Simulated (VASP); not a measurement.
# SrCl2 (Fm-3m) in VASP: notebook, part 2 of 2

VASP 6.6.1. Earlier steps stand in the parts before.

**4. Electric field gradients, LDA (28.51 Å³/atom)**

This run uses another cell than the first one, of 28.51 Å³/atom.

The input, INCAR:

```
ALGO = Normal
EDIFF = 1E-8
ENCUT = 520
GGA = CA
ISIF = 2
ISMEAR = -1
LASPH = T
LCHARG = F
LEFG = T
LREAL = F
LWAVE = F
NBANDS = 19
NELM = 60
PREC = Accurate
SIGMA = 0.01
```

The input, KPOINTS:

```
k-points
0
Gamma
  8 8 8
```

The input, POSCAR:

```
SrCl2
1.0
    0.0000000000      3.4970798193      3.4970798193
    3.4970798193      0.0000000000      3.4970798193
    3.4970798193      3.4970798193      0.0000000000
Sr Cl
1 2
Direct
    0.0000000000      0.0000000000      0.0000000000
    0.2500000000      0.2500000000      0.2500000000
    0.7500000000      0.7500000000      0.7500000000
```

Potentials or basis: VASP PAW LDA potentials, release 64 (Sr_sv, Cl).

Started as:

```
$ cat potpaw_LDA.64/Sr_sv/POTCAR potpaw_LDA.64/Cl/POTCAR > POTCAR
$ mpirun -np 1 vasp_std > vasp.out
```

OUTCAR:

```text
EDIFF = 1E-8
   ENCUT = 520
   GGA = CA
   ISIF = 2
   ISMEAR = -1
   LASPH = T
   LREAL = F
   NELM = 60
   PREC = Accurate

 ion  position               nearest neighbor table
   1  0.000  0.000  0.000-   2 3.03   3 3.03   3 3.03   3 3.03   3 3.03   2 3.03   2 3.03   2 3.03

   2  0.250  0.250  0.250-   1 3.03   1 3.03   1 3.03   1 3.03
   3  0.750  0.750  0.750-   1 3.03   1 3.03   1 3.03   1 3.03

  LATTYP: Found a face centered cubic cell.
 ALAT       =     6.9941596386

  Lattice vectors:

 A1 = (   0.0000000000,   3.4970798193,   3.4970798193)
 A2 = (   3.4970798193,   0.0000000000,   3.4970798193)
 A3 = (   3.4970798193,   3.4970798193,   0.0000000000)

Analysis of symmetry for initial positions (statically):
=====================================================================
 Subroutine PRICEL returns:
 Original cell was already a primitive cell.

[... 724 lines left out ...]
     3.497079819  0.000000000  3.497079819     0.142976433 -0.142976433  0.142976433
     3.497079819  3.497079819  0.000000000     0.142976433  0.142976433 -0.142976433

 POSITION                                       TOTAL-FORCE (eV/Angst)
 -----------------------------------------------------------------------------------
      0.00000      0.00000      0.00000        -0.000000      0.000000     -0.000000
      1.74854      1.74854      1.74854        -0.000000     -0.000000     -0.000000
      5.24562      5.24562      5.24562         0.000000      0.000000      0.000000
 -----------------------------------------------------------------------------------
    total drift:                               -0.000000     -0.000000      0.000000

  FREE ENERGIE OF THE ION-ELECTRON SYSTEM (eV)
  ---------------------------------------------------
  free  energy   TOTEN  =       -14.0144939986 eV

  energy  without entropy=      -14.0144939986  energy(sigma->0) =      -14.01449400

 Electric field gradients (V/A^2)
---------------------------------------------------------------------
 ion       V_xx      V_yy      V_zz      V_xy      V_xz      V_yz
---------------------------------------------------------------------
   1      -0.000    -0.000    -0.000    -0.000    -0.000    -0.000
   2      -0.000    -0.000     0.000    -0.000    -0.000    -0.000
   3      -0.000    -0.000     0.000    -0.000    -0.000    -0.000
---------------------------------------------------------------------

 Electric field gradients after diagonalization (V/A^2)
 (convention: |V_zz| > |V_xx| > |V_yy|)
----------------------------------------------------------------------
 ion       V_xx      V_yy      V_zz     asymmetry (V_yy - V_xx)/ V_zz
----------------------------------------------------------------------
   1       0.000     0.000    -0.000       0.000
   2       0.000     0.000    -0.001       0.000
   3       0.000     0.000    -0.001       0.000
----------------------------------------------------------------------

           NMR quadrupolar parameters

 Cq : quadrupolar parameter    Cq=e*Q*V_zz/h
 eta: asymmetry parameters     (V_yy - V_xx)/ V_zz
 Q  : nuclear electric quadrupole moment in mb (millibarn)
----------------------------------------------------------------------
 ion       Cq(MHz)       eta       Q (mb)
----------------------------------------------------------------------
   1      -0.000       0.000       1.000
   2      -0.000       0.000       1.000
   3      -0.000       0.000       1.000
----------------------------------------------------------------------
```

Run time: 33 s. Hardware: 1 thread of Intel Xeon Platinum 8488C (Sapphire Rapids), shared host; peak memory 0.22 GiB.

Results:

- Free energy: -14.0145 eV
- Pressure: -3.0 GPa
- Band gap on the k mesh: 4.86 eV (least direct gap 5.15 eV)
- Largest electric field gradient by atom: zero within the noise of the run

Levels at points of the mesh, in eV from the valence-band top:
```
           k point  band 8  band 9  band 10  band 11  band 12  band 13  band 14  band 15  band 16  band 17
(0.00, 0.00, 0.00)   -2.17   -2.17    -0.35    -0.35    -0.35     4.86     5.82     5.82     8.69     8.69
(0.50, 0.00, 0.00)   -1.61   -1.55    -1.36    -1.07    -1.07     6.43     6.43     7.27     7.43     8.37
(0.50, 0.50, 0.00)   -1.91   -1.91    -0.42    -0.42     0.00     5.15     6.79     7.33     7.82     7.82
```

A k mesh can miss the band edges.

**5. Electric field gradients, LDA (28.51 Å³/atom)**

This run uses another cell than the first one, of 28.51 Å³/atom.

The input, INCAR:

```
PREC = Accurate
ENCUT = 520
EDIFF = 1E-8
ISMEAR = -1
SIGMA = 0.01
LREAL = False
LASPH = True
NELM = 60
ALGO = Normal
ISIF = 2
LWAVE = False
LCHARG = False
LEFG = True
NBANDS = 19
```

The input, KPOINTS:

```
Automatic mesh
0
Gamma
  8 8 8
```

POSCAR is that of step 4.

Potentials or basis: VASP PAW LDA potentials, release 64 (Sr_sv, Cl).

Started as:

```
$ cat potpaw_LDA.64/Sr_sv/POTCAR potpaw_LDA.64/Cl/POTCAR > POTCAR
$ mpirun -np 1 vasp_std > vasp.out
```

OUTCAR:

```text
PREC = Accurate
   ENCUT = 520
   EDIFF = 1E-8
   ISMEAR = -1
   LREAL = False
   LASPH = True
   NELM = 60
   ISIF = 2

 ion  position               nearest neighbor table
   1  0.000  0.000  0.000-   2 3.03   3 3.03   3 3.03   3 3.03   3 3.03   2 3.03   2 3.03   2 3.03

   2  0.250  0.250  0.250-   1 3.03   1 3.03   1 3.03   1 3.03
   3  0.750  0.750  0.750-   1 3.03   1 3.03   1 3.03   1 3.03

  LATTYP: Found a face centered cubic cell.
 ALAT       =     6.9941596386

  Lattice vectors:

 A1 = (   0.0000000000,   3.4970798193,   3.4970798193)
 A2 = (   3.4970798193,   0.0000000000,   3.4970798193)
 A3 = (   3.4970798193,   3.4970798193,   0.0000000000)

Analysis of symmetry for initial positions (statically):
=====================================================================
 Subroutine PRICEL returns:
 Original cell was already a primitive cell.

 Routine SETGRP: Setting up the symmetry group for a
 face centered cubic supercell.

 Subroutine GETGRP returns: Found 48 space group operations
 (whereof 48 operations were pure point group operations)
 out of a pool of 48 trial point group operations.

The static configuration has the point symmetry O_h .

Analysis of symmetry for dynamics (positions and initial velocities):
=====================================================================
 Subroutine PRICEL returns:
 Original cell was already a primitive cell.

 Routine SETGRP: Setting up the symmetry group for a
 face centered cubic supercell.

 Subroutine GETGRP returns: Found 48 space group operations
 (whereof 48 operations were pure point group operations)
 out of a pool of 48 trial point group operations.

The dynamic configuration has the point symmetry O_h .

 Subroutine INISYM returns: Found 48 space group operations
 (whereof 48 operations are pure point group operations),
 and found     1 'primitive' translations

----------------------------------------------------------------------------------------

                                     Primitive cell

  volume of cell :      85.5355

  direct lattice vectors                    reciprocal lattice vectors
     0.000000000  3.497079819  3.497079819    -0.142976433  0.142976433  0.142976433
     3.497079819  0.000000000  3.497079819     0.142976433 -0.142976433  0.142976433
     3.497079819  3.497079819  0.000000000     0.142976433  0.142976433 -0.142976433

  length of vectors
     4.945617709  4.945617709  4.945617709     0.247642447  0.247642447  0.247642447

  position of ions in fractional coordinates (direct lattice)
     0.000000000  0.000000000  0.000000000
     0.250000000  0.250000000  0.250000000
     0.750000000  0.750000000  0.750000000

  ion indices of the primitive-cell ions
   primitive index   ion index
                 1           1
                 2           2
                 3           3

----------------------------------------------------------------------------------------
[... 80 lines left out ...]
   PSTRESS=    0.0 pullay stress
   NELECT =      24.0000    total number of electrons
   NUPDOWN=      -1.0000    fix difference up-down
   EMIN   =  10.00;   EMAX   =-10.00  energy-range for DOS
   EFERMI =   0.00;   METHOD = LEGACY
   ISMEAR =    -1;   SIGMA  =   0.01  broadening in eV -4-tet -1-fermi 0-gaus
   EFERMI_NEDOS =   21; number of points for ismear=-14 and -15
   IALGO  =     38    algorithm
   IMIX   =      4    mixing-type and parameters
     AMIX     =   0.40;   BMIX     =  1.00
     AMIX_MAG =   1.60;   BMIX_MAG =  1.00
  volume/ion in A,a.u.               =      28.51       192.41
  Fermi-wavevector in a.u.,A,eV,Ry     =   1.071757  2.025327 15.628513  1.148663
  Thomas-Fermi vector in A             =   2.207507
   LORBIT       =      0    0 simple, 1 ext, 2 COOP (PROOUT), +10 PAW based schemes
   GGA     = CA    functional components
   LHFCALC =     F    Hartree Fock is set to
   AEXX    =    0.0000 exact exchange contribution
   IVDW    =     0    specifies the selected vdW correction
   LEPSILON=     F    determine dielectric tensor
   LRPA    =     F    only Hartree local field effects (RPA)
 non-spin polarized calculation
  energy-cutoff  :      520.00
  volume of cell :       85.54
 maximum number of plane-waves:      2332
 NGX is ok and might be reduce to    40
   NGX = 19   NGY = 19   NGZ = 19

 number of electron      23.9999998 magnetization

 Free energy of the ion-electron system (eV)
  ---------------------------------------------------
  ext. energy  EPLUGINS =         0.00000000
  ---------------------------------------------------
  free energy    TOTEN  =       -14.01449400 eV

  energy without entropy =      -14.01449400  energy(sigma->0) =      -14.01449400

 E-fermi :   0.2262     XC(G=0):  -8.7679

 val. band max:       -0.0884378676   @ k =   0.5000   0.5000   0.0000
 cond. band min:       4.7694896338   @ k =   0.0000   0.0000   0.0000
 fundamental gap:      4.8579275015
 Fermi energy:         0.2262472924

 k-point     1 :       0.0000    0.0000    0.0000
  band No.  band energies     occupation
      1     -32.8070      2.00000
      2     -14.9046      2.00000
      3     -14.9046      2.00000
      4     -14.9046      2.00000
      5     -13.3014      2.00000
      6     -12.4339      2.00000
[... 505 lines left out ...]
      6     -12.5689      2.00000
[... 11 lines left out ...]
     18       8.4776      0.00000
     19       8.9452      0.00000

 [... further k-points ...]

------------------------ aborting loop because EDIFF is reached ----------------------------------------

  FORCE on cell =-STRESS in cart. coord.  units (eV):
  Direction    XX          YY          ZZ          XY          YZ          ZX
  --------------------------------------------------------------------------------------
  -------------------------------------------------------------------------------------
  Total       -1.5789707     -1.5789707     -1.5789707      0.0000000      0.0000000      0.0000000
  in kB      -29.5759036    -29.5759036    -29.5759036      0.0000000      0.0000000      0.0000000
  external PRESSURE =     -29.5759036 kB  Pullay stress =       0.0000000 kB

 VOLUME and BASIS-vectors are now :
 -----------------------------------------------------------------------------
  energy-cutoff  :      520.00
  volume of cell :       85.54
      direct lattice vectors                 reciprocal lattice vectors
     0.000000000  3.497079819  3.497079819    -0.142976433  0.142976433  0.142976433
     3.497079819  0.000000000  3.497079819     0.142976433 -0.142976433  0.142976433
     3.497079819  3.497079819  0.000000000     0.142976433  0.142976433 -0.142976433

 POSITION                                       TOTAL-FORCE (eV/Angst)
 -----------------------------------------------------------------------------------
      0.00000      0.00000      0.00000        -0.000000      0.000000     -0.000000
      1.74854      1.74854      1.74854        -0.000000     -0.000000     -0.000000
      5.24562      5.24562      5.24562         0.000000      0.000000      0.000000
 -----------------------------------------------------------------------------------
    total drift:                               -0.000000     -0.000000      0.000000

  FREE ENERGIE OF THE ION-ELECTRON SYSTEM (eV)
  ---------------------------------------------------
  free  energy   TOTEN  =       -14.0144939986 eV

  energy  without entropy=      -14.0144939986  energy(sigma->0) =      -14.01449400

 Electric field gradients (V/A^2)
---------------------------------------------------------------------
 ion       V_xx      V_yy      V_zz      V_xy      V_xz      V_yz
---------------------------------------------------------------------
   1      -0.000    -0.000    -0.000    -0.000    -0.000    -0.000
   2      -0.000    -0.000     0.000    -0.000    -0.000    -0.000
   3      -0.000    -0.000     0.000    -0.000    -0.000    -0.000
---------------------------------------------------------------------

 Electric field gradients after diagonalization (V/A^2)
 (convention: |V_zz| > |V_xx| > |V_yy|)
----------------------------------------------------------------------
 ion       V_xx      V_yy      V_zz     asymmetry (V_yy - V_xx)/ V_zz
----------------------------------------------------------------------
   1       0.000     0.000    -0.000       0.000
   2       0.000     0.000    -0.001       0.000
   3       0.000     0.000    -0.001       0.000
----------------------------------------------------------------------

           NMR quadrupolar parameters

 Cq : quadrupolar parameter    Cq=e*Q*V_zz/h
 eta: asymmetry parameters     (V_yy - V_xx)/ V_zz
 Q  : nuclear electric quadrupole moment in mb (millibarn)
----------------------------------------------------------------------
 ion       Cq(MHz)       eta       Q (mb)
----------------------------------------------------------------------
   1      -0.000       0.000       1.000
   2      -0.000       0.000       1.000
   3      -0.000       0.000       1.000
----------------------------------------------------------------------
```

stdout:

```text
POSCAR found type information on POSCAR SrCl
 POSCAR found :  2 types and       3 ions
 scaLAPACK will be used
 LDA part: xc-table for (Slater(with rela. corr.)+CA(PZ))
 , standard interpolation
 POSCAR, INCAR and KPOINTS ok, starting setup
 FFT: planning ... GRIDC
 FFT: planning ... GRID_SOFT
 FFT: planning ... GRID
 WAVECAR not read
 entering main loop
ion   1

ion   2

ion   3
```

It took 36 s on 1 thread of Intel Xeon Platinum 8488C (Sapphire Rapids), shared host; peak memory 0.2 GiB.

What came out:

* Free energy: -14.0145 eV
* Pressure: -3.0 GPa
* Band gap on the k mesh: 4.86 eV (least direct gap 5.15 eV)
* Largest electric field gradient by atom: zero within the noise of the run

Levels at points of the mesh, in eV from the valence-band top:
```tsv
k point	band 9	band 10	band 11	band 12	band 13	band 14	band 15	band 16
(0.00, 0.00, 0.00)	-2.17	-0.35	-0.35	-0.35	4.86	5.82	5.82	8.69
(0.50, 0.00, 0.00)	-1.55	-1.36	-1.07	-1.07	6.43	6.43	7.27	7.43
(0.50, 0.50, 0.00)	-1.91	-0.42	-0.42	0.00	5.15	6.79	7.33	7.82
```

A k mesh can miss the band edges.

**6. Summary**

```csv
cell,gap on the mesh (eV),pressure (GPa)
"a = 4.896 Å, angles 60.0°, 3 atoms",4.97,-2.0
"a = 4.929 Å, angles 60.0°, 3 atoms",4.89,-2.7
"a = 4.946 Å, angles 60.0°, 3 atoms",4.86,-3.0
```

Alike in all rows: task electric field gradients; level LDA; potentials or basis VASP PAW LDA potentials, release 64 (Sr_sv, Cl); no spin polarisation; k mesh 8 × 8 × 8; cutoff (eV) 520; smearing fermi-dirac 0.01 eV.

Absolute energies hang on the potentials; compare differences alone.
